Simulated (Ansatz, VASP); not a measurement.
TlB: VASP beside Ansatz

The input POSCAR:

```
TlB
1.0
   -2.1374878100      2.1374878100      2.3428653300
    2.1374878100     -2.1374878100      2.3428653300
    2.1374878100      2.1374878100     -2.3428653300
Tl B
1 1
Direct
    0.5000000000      0.5000000000      0.0000000000
    0.0000000000      0.0000000000      0.0000000000
```

INCAR.step1

```
SYSTEM = TlB
  ALGO = Normal
  EDIFF = 1E-5
  ENCUT = 550
  GGA = PE
  GGA_COMPAT = .FALSE.
  ISMEAR = -1
  LASPH = .TRUE.
  LCHARG = .FALSE.
  LNONCOLLINEAR = .TRUE.
  LREAL = .FALSE.
  LSORBIT = .TRUE.
  LWAVE = .TRUE.
  MAGMOM = 0 0 0 0 0 0
  NBANDS = 28
  NELM = 200
  PREC = Accurate
  SIGMA = 0.05
```

Contents of INCAR.step2:

```
SYSTEM = TlB
  ALGO = Normal
  EDIFF = 1E-6
  ENCUT = 550
  GGA_COMPAT = .FALSE.
  ISIF = 2
  ISMEAR = -1
  ISTART = 1
  LASPH = .TRUE.
  LCHARG = .TRUE.
  LMIXTAU = .TRUE.
  LNONCOLLINEAR = .TRUE.
  LORBIT = 11
  LORBMOM = .TRUE.
  LREAL = .FALSE.
  LSORBIT = .TRUE.
  LVHAR = .TRUE.
  LWAVE = .FALSE.
  MAGMOM = 0 0 0 0 0 0
  METAGGA = R2SCAN
  NBANDS = 28
  NELM = 200
  PREC = Accurate
  SIGMA = 0.05
```

Contents of KPOINTS:

```
k-points
0
G
  7 7 7
  0 0 0
```

Contents of input.yaml:

```yaml
crystal:
  lattice:
    - [-2.13748781, 2.13748781, 2.34286533]
    - [2.13748781, -2.13748781, 2.34286533]
    - [2.13748781, 2.13748781, -2.34286533]
  atoms:
    - { symbol: Tl, position: [0.5, 0.5, 0.0] }
    - { symbol: B, position: [0.0, 0.0, 0.0] }
hamiltonian:
  xc: r2scan
  pseudopotentials: { kind: paw_fr }
magnetization:
  noncollinear: true
  spin_orbit: true
kpoints:
  mp_grid: { grid: [7, 7, 7] }
  band_path:
    path:
      - [[0.0, 0.0, 0.0], [0.0, 0.0, 0.5], [-0.4161813803, 0.4161813803, 0.5], [-0.4580906902, 0.4580906902, 0.4580906902], [0.0, 0.0, 0.0], [0.5, 0.5, -0.5], [0.4580906902, 0.5419093098, -0.4580906902], [0.0, 0.5, 0.0], [0.25, 0.25, 0.25], [0.5, 0.5, -0.4161813803], [0.5, 0.5, -0.5]]
      - [[0.0, 0.0, 0.5], [0.25, 0.25, 0.25]]
    npoints: 14
scf:
  occupations: { method: fermi_dirac, width: 0.05 }
  n_extra_bands: 6
output:
  forces: true
  stress: true
  eigenvalues: true
  fatbands: false
```

Alike in both runs: functional r2SCAN; k mesh 7 × 7 × 7; occupations fermi-dirac, width 0.05 eV; non-collinear spin, spin-orbit coupling.

|  | VASP | Ansatz |
| --- | --- | --- |
| version | VASP 6.6.1 | Ansatz 0.2.0 |
| potentials or method | VASP PAW PBE potentials, release 64 (Tl_d, B) | Ansatz PAW |
| plane-wave cutoff (eV) | 550 | 500 |
| valence electrons in the cell | 16 | 16 |
| task | single point | band structure |

```tsv
	VASP	Ansatz	Ansatz less VASP
pressure (GPa)	-6.2	-6.4	-0.22
traceless stress, the component that is largest in VASP (GPa)	-0.01	-0.29	-0.280
```

VASP's potentials were made for PBE, not for r2SCAN.
